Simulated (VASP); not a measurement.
Here is a VASP 6.6.1 calculation.

Contents of POSCAR:

```
ZnAu
1.0
    3.1894185000      0.0000000000      0.0000000000
    0.0000000000      3.1894185000      0.0000000000
    0.0000000000      0.0000000000      3.1894185000
Zn Au
1 1
Direct
    0.5000000000      0.5000000000      0.5000000000
    0.0000000000      0.0000000000      0.0000000000
```

File INCAR.step1:

```
PREC = Accurate
ENCUT = 520
ISMEAR = -1
SIGMA = 0.1
LREAL = False
LASPH = True
NELM = 80
NBANDS = 18
GGA = PE
ALGO = Normal
EDIFF = 1E-4
LWAVE = True
LCHARG = False
```

Contents of INCAR.step2:

```
PREC = Accurate
ENCUT = 520
EDIFF = 1E-7
ISMEAR = -1
SIGMA = 0.1
LREAL = False
LASPH = True
NELM = 80
ALGO = Normal
ISIF = 2
LWAVE = False
LCHARG = False
METAGGA = R2SCAN
LMIXTAU = True
NBANDS = 18
ISTART = 1
```

The input KPOINTS:

```
Automatic mesh
0
Gamma
  11 11 11
```

Potentials or basis: VASP PAW PBE potentials, release 64 (Zn, Au).

Launch:

```bash
$ cat potpaw_PBE.64/Zn/POTCAR potpaw_PBE.64/Au/POTCAR > POTCAR
$ cp INCAR.step1 INCAR
$ mpirun -np 1 vasp_std > vasp.out
$ cp INCAR.step2 INCAR
$ mpirun -np 1 vasp_std > vasp.out
```

(1) Estimate the band gap on the k mesh.

(2) Predict the pressure.

Results:

(1) zero (an odd number of electrons rules out a gap without spin polarisation).

(2) -4.5 GPa.

Caveat: the cell stands under tension; the PAW data sets were made with another functional, which shifts forces and pressure a little; spin-orbit coupling is left out, which moves the levels of the heavy elements.
